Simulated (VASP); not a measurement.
# K (Im-3m) in VASP: a series of runs

Runs on K. Level: LDA. Tasks: relaxation of cell and atoms.

All numbers are computed with VASP 6.6.1; they aren't measurements. Logs are shortened: lines on timing, memory, paths and dates and some standing lists are left out, and cuts for length are marked.

### Step 1. The cell of the first run

It takes space group Im-3m (No. 229, cubic). Conventional cell: a = 5.033 Å, b = 5.033 Å, c = 5.033 Å, α = 90.00°, β = 90.00°, γ = 90.00°. K (site symmetry m-3m) has 14 K at 4.36 to 5.03 Å within 5.7 Å.

### Step 2. Relaxation of cell and atoms, LDA, target pressure 0.041 GPa, at which the enthalpy is minimised

INCAR reads:

```
PREC = Accurate
ENCUT = 600
EDIFF = 1E-6
ISMEAR = -1
SIGMA = 0.05
LREAL = False
LASPH = True
NELM = 100
ALGO = Normal
ISIF = 3
LWAVE = False
LCHARG = False
IBRION = 2
NSW = 60
EDIFFG = -0.005
PSTRESS = 0.41000000000000003
```

KPOINTS reads:

```
regular mesh
0
Gamma
  11 11 11
```

POSCAR reads:

```
K
1.0
   -2.5165964066      2.5165964066      2.5165964066
    2.5165964066     -2.5165964066      2.5165964066
    2.5165964066      2.5165964066     -2.5165964066
K
1
Direct
    0.0000000000      0.0000000000      0.0000000000
```

Potentials or basis: VASP PAW LDA potentials, release 64 (K_sv).

On the command line:

```sh
$ cat potpaw_LDA.64/K_sv/POTCAR > POTCAR
$ mpirun -np 1 vasp_std > vasp.out
```

OUTCAR:

```text
PREC = Accurate
   ENCUT = 600
   EDIFF = 1E-6
   ISMEAR = -1
   LREAL = False
   LASPH = True
   NELM = 100
   ISIF = 3
   IBRION = 2
   NSW = 60
   EDIFFG = -0.005
   PSTRESS = 0.41000000000000003

 ion  position               nearest neighbor table
   1  0.000  0.000  0.000-

  LATTYP: Found a body centered cubic cell.
 ALAT       =     5.0331928132

  Lattice vectors:

 A1 = (  -2.5165964066,   2.5165964066,   2.5165964066)
 A2 = (   2.5165964066,  -2.5165964066,   2.5165964066)
 A3 = (   2.5165964066,   2.5165964066,  -2.5165964066)

Analysis of symmetry for initial positions (statically):
=====================================================================
 Subroutine PRICEL returns:
 Original cell was already a primitive cell.

 Routine SETGRP: Setting up the symmetry group for a
 body centered cubic supercell.

 Subroutine GETGRP returns: Found 48 space group operations
 (whereof 48 operations were pure point group operations)
 out of a pool of 48 trial point group operations.

The static configuration has the point symmetry O_h .

Analysis of symmetry for dynamics (positions and initial velocities):
=====================================================================
 Subroutine PRICEL returns:
 Original cell was already a primitive cell.

 Routine SETGRP: Setting up the symmetry group for a
 body centered cubic supercell.

 Subroutine GETGRP returns: Found 48 space group operations
 (whereof 48 operations were pure point group operations)
 out of a pool of 48 trial point group operations.

The dynamic configuration has the point symmetry O_h .

 Subroutine INISYM returns: Found 48 space group operations
 (whereof 48 operations are pure point group operations),
 and found     1 'primitive' translations

----------------------------------------------------------------------------------------

                                     Primitive cell

  volume of cell :      63.7530

  direct lattice vectors                    reciprocal lattice vectors
    -2.516596407  2.516596407  2.516596407     0.000000000  0.198681043  0.198681043
     2.516596407 -2.516596407  2.516596407     0.198681043  0.000000000  0.198681043
[... 140 lines left out ...]
  in kB        0.1806218      0.1806218      0.1806218     -0.0000000      0.0000000     -0.0000000
  external PRESSURE =      -0.2293782 kB  Pullay stress =       0.4100000 kB

 VOLUME and BASIS-vectors are now :
 -----------------------------------------------------------------------------
  energy-cutoff  :      600.00
  volume of cell :       63.75
      direct lattice vectors                 reciprocal lattice vectors
    -2.516596407  2.516596407  2.516596407     0.000000000  0.198681043  0.198681043
     2.516596407 -2.516596407  2.516596407     0.198681043  0.000000000  0.198681043
     2.516596407  2.516596407 -2.516596407     0.198681043  0.198681043  0.000000000

 POSITION                                       TOTAL-FORCE (eV/Angst)
 -----------------------------------------------------------------------------------
      0.00000      0.00000      0.00000         0.000000     -0.000000      0.000000
 -----------------------------------------------------------------------------------
    total drift:                               -0.000000     -0.000000      0.000000

  FREE ENERGIE OF THE ION-ELECTRON SYSTEM (eV)
  ---------------------------------------------------
  free  energy   TOTEN  =        -1.1694442104 eV

  energy  without entropy=       -1.1643890102  energy(sigma->0) =       -1.16691661

  enthalpy is  TOTEN    =        -1.1531297024 eV   P V=        0.0163145080

--------------------------------------- Ionic step        2  -------------------------------------------

 number of electron       9.0000001 magnetization

 Free energy of the ion-electron system (eV)
  ---------------------------------------------------
  ext. energy  EPLUGINS =         0.00000000
  ---------------------------------------------------
  free energy    TOTEN  =        -1.16943294 eV

  energy without entropy =       -1.16438072  energy(sigma->0) =       -1.16690683

 E-fermi :   0.0456     XC(G=0):  -6.2537

 val. band max:        0.0049977461   @ k =  -0.3636   0.4545   0.0909
 cond. band min:       0.1158461576   @ k =   0.1818   0.1818   0.1818
 fundamental gap:      0.1108484115
 Fermi energy:         0.0455532168

 k-point     1 :       0.0000    0.0000    0.0000
  band No.  band energies     occupation
      1     -31.7193      2.00000
      2     -15.3852      2.00000
      3     -15.3852      2.00000
      4     -15.3852      2.00000
      5      -2.3585      2.00000
      6       4.3068      0.00000
      7       4.3068      0.00000
      8       4.3068      0.00000
[... 243 lines left out ...]
 k-point    24 :       0.3636    0.1818    0.0909
  band No.  band energies     occupation
      1     -31.7102      2.00000
      2     -15.4804      2.00000
      3     -15.4373      2.00000
      4     -15.4032      2.00000
      5       0.9426      0.00000
      6       1.0495      0.00000
      7       2.3095      0.00000
      8       4.5099      0.00000

 [... further k-points ...]

------------------------ aborting loop because EDIFF is reached ----------------------------------------

  FORCE on cell =-STRESS in cart. coord.  units (eV):
  Direction    XX          YY          ZZ          XY          YZ          ZX
  --------------------------------------------------------------------------------------
  -------------------------------------------------------------------------------------
  Total        0.0112984      0.0112984      0.0112984      0.0000000      0.0000000     -0.0000000
  in kB        0.2843159      0.2843159      0.2843159      0.0000000      0.0000000     -0.0000000
  external PRESSURE =      -0.1256841 kB  Pullay stress =       0.4100000 kB

 VOLUME and BASIS-vectors are now :
 -----------------------------------------------------------------------------
  energy-cutoff  :      600.00
  volume of cell :       63.67
      direct lattice vectors                 reciprocal lattice vectors
    -2.515488286  2.515488286  2.515488286     0.000000000  0.198768566  0.198768566
     2.515488286 -2.515488286  2.515488286     0.198768566  0.000000000  0.198768566
     2.515488286  2.515488286 -2.515488286     0.198768566  0.198768566  0.000000000

 POSITION                                       TOTAL-FORCE (eV/Angst)
 -----------------------------------------------------------------------------------
      2.51549      2.51549     -2.51549         0.000000     -0.000000      0.000000
 -----------------------------------------------------------------------------------
    total drift:                                0.000000      0.000000     -0.000000

  FREE ENERGIE OF THE ION-ELECTRON SYSTEM (eV)
  ---------------------------------------------------
  free  energy   TOTEN  =        -1.1694329386 eV

  energy  without entropy=       -1.1643807228  energy(sigma->0) =       -1.16690683

  enthalpy is  TOTEN    =        -1.1531399722 eV   P V=        0.0162929665

 reached required accuracy - stopping structural energy minimisation
```

OSZICAR:

```text
N       E                     dE             d eps       ncg     rms          rms(c)
DAV:   1     0.564374151628E+02    0.56437E+02   -0.39570E+03   896   0.978E+02
DAV:   2     0.763236038426E+00   -0.55674E+02   -0.55094E+02   912   0.241E+02
DAV:   3    -0.113388838770E+01   -0.18971E+01   -0.18960E+01  1456   0.399E+01
DAV:   4    -0.117106087481E+01   -0.37172E-01   -0.37168E-01  1336   0.446E+00
DAV:   5    -0.117136088100E+01   -0.30001E-03   -0.30000E-03  1536   0.295E-01    0.249E+00
DAV:   6    -0.116989881460E+01    0.14621E-02   -0.21351E-03  1480   0.383E-01    0.157E+00
DAV:   7    -0.116943935306E+01    0.45946E-03   -0.36742E-03  1336   0.441E-01    0.667E-02
DAV:   8    -0.116943760086E+01    0.17522E-05   -0.29227E-04  1464   0.219E-01    0.217E-02
DAV:   9    -0.116944460333E+01   -0.70025E-05   -0.97489E-06  1440   0.325E-02    0.113E-02
DAV:  10    -0.116944421041E+01    0.39292E-06   -0.36826E-06  1400   0.191E-02
   1 F= -.11531297E+01 E0= -.11506021E+01  d E =-.115313E+01
       N       E                     dE             d eps       ncg     rms          rms(c)
DAV:   1    -0.116954795874E+01   -0.10336E-03   -0.32318E-03  1000   0.753E-01    0.840E-02
DAV:   2    -0.116945663895E+01    0.91320E-04   -0.28737E-04  1136   0.216E-01    0.299E-02
DAV:   3    -0.116943051776E+01    0.26121E-04   -0.93962E-05  1320   0.976E-02    0.265E-02
DAV:   4    -0.116943243093E+01   -0.19132E-05   -0.82538E-06  1456   0.238E-02    0.703E-03
DAV:   5    -0.116943293865E+01   -0.50772E-06   -0.44051E-06  1352   0.149E-02
   2 F= -.11531400E+01 E0= -.11506139E+01  d E =-.102698E-04
```

It took 36 s on 1 thread of AMD EPYC 9R45 (Zen 5), shared host; peak memory 0.16 GiB.

What came out:

| Property | Result |
| --- | --- |
| Free energy | -1.1694 eV |
| Relaxed volume | 63.67 Å³/atom |
| Relaxed cell | a = 4.357 Å, b = 4.357 Å, c = 4.357 Å, α = 109.47°, β = 109.47°, γ = 109.47° |
| Space group after relaxing (to 0.05 Å) | Im-3m (No. 229) |
| Energy change on relaxing (the enthalpy is what falls) | +0.0 meV/atom |
| Ionic steps | 2 |
| Pressure after relaxing | 0.0 GPa |

Final structure:
```xyz
1
Lattice="-2.5155 2.5155 2.5155 2.5155 -2.5155 2.5155 2.5155 2.5155 -2.5155" Properties=species:S:1:pos:R:3 pbc="T T T"
K     2.5155    2.5155   -2.5155
```

Caveat: the cell is relaxed towards a set pressure, so the enthalpy falls and the energy may rise.

### Step 3. Relaxation of cell and atoms, LDA, target pressure 0.041 GPa, at which the enthalpy is minimised

INCAR reads:

```
SYSTEM = K
ALGO = Normal
EDIFF = 1E-6
EDIFFG = -0.005
ENCUT = 600
IBRION = 2
ISIF = 3
ISMEAR = -1
LASPH = .True.
LCHARG = .False.
LREAL = .False.
LWAVE = .False.
NELM = 60
NSW = 32
PREC = Accurate
PSTRESS = 0.41000000000000003
SIGMA = 0.05
```

KPOINTS reads:

```
k-points
0
Gamma
  11 11 11
  0 0 0
```

POSCAR is that of step 2.

Potentials or basis: VASP PAW LDA potentials, release 64 (K_sv).

On the command line:

```sh
$ cat potpaw_LDA.64/K_sv/POTCAR > POTCAR
$ mpirun -np 1 vasp_std > vasp.out
```

OUTCAR:

```text
SYSTEM = K
   EDIFF = 1E-6
   EDIFFG = -0.005
   ENCUT = 600
   IBRION = 2
   ISIF = 3
   ISMEAR = -1
   LASPH = .True.
   LREAL = .False.
   NELM = 60
   NSW = 32
   PREC = Accurate
   PSTRESS = 0.41000000000000003

 ion  position               nearest neighbor table
   1  0.000  0.000  0.000-

  LATTYP: Found a body centered cubic cell.
 ALAT       =     5.0331928132

  Lattice vectors:

 A1 = (  -2.5165964066,   2.5165964066,   2.5165964066)
 A2 = (   2.5165964066,  -2.5165964066,   2.5165964066)
 A3 = (   2.5165964066,   2.5165964066,  -2.5165964066)

Analysis of symmetry for initial positions (statically):
=====================================================================
 Subroutine PRICEL returns:
 Original cell was already a primitive cell.

 Routine SETGRP: Setting up the symmetry group for a
 body centered cubic supercell.

 Subroutine GETGRP returns: Found 48 space group operations
 (whereof 48 operations were pure point group operations)
 out of a pool of 48 trial point group operations.

The static configuration has the point symmetry O_h .

Analysis of symmetry for dynamics (positions and initial velocities):
=====================================================================
 Subroutine PRICEL returns:
 Original cell was already a primitive cell.

 Routine SETGRP: Setting up the symmetry group for a
 body centered cubic supercell.

 Subroutine GETGRP returns: Found 48 space group operations
 (whereof 48 operations were pure point group operations)
 out of a pool of 48 trial point group operations.

The dynamic configuration has the point symmetry O_h .

 Subroutine INISYM returns: Found 48 space group operations
 (whereof 48 operations are pure point group operations),
[... 166 lines left out ...]
 -----------------------------------------------------------------------------------
    total drift:                               -0.000000     -0.000000      0.000000

  FREE ENERGIE OF THE ION-ELECTRON SYSTEM (eV)
  ---------------------------------------------------
  free  energy   TOTEN  =        -1.1694442104 eV

  energy  without entropy=       -1.1643890102  energy(sigma->0) =       -1.16691661

  enthalpy is  TOTEN    =        -1.1531297024 eV   P V=        0.0163145080

--------------------------------------- Ionic step        2  -------------------------------------------

 number of electron       9.0000001 magnetization

 Free energy of the ion-electron system (eV)
  ---------------------------------------------------
  ext. energy  EPLUGINS =         0.00000000
  ---------------------------------------------------
  free energy    TOTEN  =        -1.16943294 eV

  energy without entropy =       -1.16438072  energy(sigma->0) =       -1.16690683

 E-fermi :   0.0456     XC(G=0):  -6.2537

 val. band max:        0.0049977461   @ k =  -0.3636   0.4545   0.0909
 cond. band min:       0.1158461576   @ k =   0.1818   0.1818   0.1818
 fundamental gap:      0.1108484115
 Fermi energy:         0.0455532168

 k-point     1 :       0.0000    0.0000    0.0000
  band No.  band energies     occupation
      1     -31.7193      2.00000
      2     -15.3852      2.00000
      3     -15.3852      2.00000
      4     -15.3852      2.00000
      5      -2.3585      2.00000
      6       4.3068      0.00000
      7       4.3068      0.00000
      8       4.3068      0.00000
[... 243 lines left out ...]
 k-point    24 :       0.3636    0.1818    0.0909
  band No.  band energies     occupation
      1     -31.7102      2.00000
      2     -15.4804      2.00000
      3     -15.4373      2.00000
      4     -15.4032      2.00000
      5       0.9426      0.00000
      6       1.0495      0.00000
      7       2.3095      0.00000
      8       4.5099      0.00000

 [... further k-points ...]

------------------------ aborting loop because EDIFF is reached ----------------------------------------

  FORCE on cell =-STRESS in cart. coord.  units (eV):
  Direction    XX          YY          ZZ          XY          YZ          ZX
  --------------------------------------------------------------------------------------
  -------------------------------------------------------------------------------------
  Total        0.0112984      0.0112984      0.0112984      0.0000000      0.0000000     -0.0000000
  in kB        0.2843159      0.2843159      0.2843159      0.0000000      0.0000000     -0.0000000
  external PRESSURE =      -0.1256841 kB  Pullay stress =       0.4100000 kB

 VOLUME and BASIS-vectors are now :
 -----------------------------------------------------------------------------
  energy-cutoff  :      600.00
  volume of cell :       63.67
      direct lattice vectors                 reciprocal lattice vectors
    -2.515488286  2.515488286  2.515488286     0.000000000  0.198768566  0.198768566
     2.515488286 -2.515488286  2.515488286     0.198768566  0.000000000  0.198768566
     2.515488286  2.515488286 -2.515488286     0.198768566  0.198768566  0.000000000

 POSITION                                       TOTAL-FORCE (eV/Angst)
 -----------------------------------------------------------------------------------
      2.51549      2.51549     -2.51549         0.000000     -0.000000      0.000000
 -----------------------------------------------------------------------------------
    total drift:                                0.000000      0.000000     -0.000000

  FREE ENERGIE OF THE ION-ELECTRON SYSTEM (eV)
  ---------------------------------------------------
  free  energy   TOTEN  =        -1.1694329386 eV

  energy  without entropy=       -1.1643807228  energy(sigma->0) =       -1.16690683

  enthalpy is  TOTEN    =        -1.1531399722 eV   P V=        0.0162929665

 reached required accuracy - stopping structural energy minimisation
```

OSZICAR:

```text
N       E                     dE             d eps       ncg     rms          rms(c)
DAV:   1     0.564374151628E+02    0.56437E+02   -0.39570E+03   896   0.978E+02
DAV:   2     0.763236038426E+00   -0.55674E+02   -0.55094E+02   912   0.241E+02
DAV:   3    -0.113388838770E+01   -0.18971E+01   -0.18960E+01  1456   0.399E+01
DAV:   4    -0.117106087481E+01   -0.37172E-01   -0.37168E-01  1336   0.446E+00
DAV:   5    -0.117136088100E+01   -0.30001E-03   -0.30000E-03  1536   0.295E-01    0.249E+00
DAV:   6    -0.116989881460E+01    0.14621E-02   -0.21351E-03  1480   0.383E-01    0.157E+00
DAV:   7    -0.116943935306E+01    0.45946E-03   -0.36742E-03  1336   0.441E-01    0.667E-02
DAV:   8    -0.116943760086E+01    0.17522E-05   -0.29227E-04  1464   0.219E-01    0.217E-02
DAV:   9    -0.116944460333E+01   -0.70025E-05   -0.97489E-06  1440   0.325E-02    0.113E-02
DAV:  10    -0.116944421041E+01    0.39292E-06   -0.36826E-06  1400   0.191E-02
   1 F= -.11531297E+01 E0= -.11506021E+01  d E =-.115313E+01
       N       E                     dE             d eps       ncg     rms          rms(c)
DAV:   1    -0.116954795874E+01   -0.10336E-03   -0.32318E-03  1000   0.753E-01    0.840E-02
DAV:   2    -0.116945663895E+01    0.91320E-04   -0.28737E-04  1136   0.216E-01    0.299E-02
DAV:   3    -0.116943051776E+01    0.26121E-04   -0.93962E-05  1320   0.976E-02    0.265E-02
DAV:   4    -0.116943243093E+01   -0.19132E-05   -0.82538E-06  1456   0.238E-02    0.703E-03
DAV:   5    -0.116943293865E+01   -0.50772E-06   -0.44051E-06  1352   0.149E-02
   2 F= -.11531400E+01 E0= -.11506139E+01  d E =-.102698E-04
```

Wall time 32 s (1 thread of AMD EPYC 9R45 (Zen 5), shared host); peak memory 0.15 GiB.

What came out:

```yaml
Free_energy: -1.1694 eV
Relaxed_volume: 63.67 Å³/atom
Relaxed_cell: a = 4.357 Å, b = 4.357 Å, c = 4.357 Å, α = 109.47°, β = 109.47°, γ = 109.47°
Space_group_after_relaxing_to_0.05_Å: Im-3m (No. 229)
Energy_change_on_relaxing_the_enthalpy_is_what_falls: +0.0 meV/atom
Ionic_steps: 2
Pressure_after_relaxing: 0.0 GPa
```

Final structure:
```xyz
1
Lattice="-2.5155 2.5155 2.5155 2.5155 -2.5155 2.5155 2.5155 2.5155 -2.5155" Properties=species:S:1:pos:R:3 pbc="T T T"
K     2.5155    2.5155   -2.5155
```

Caveat: the cell is relaxed towards a set pressure, so the enthalpy falls and the energy may rise.
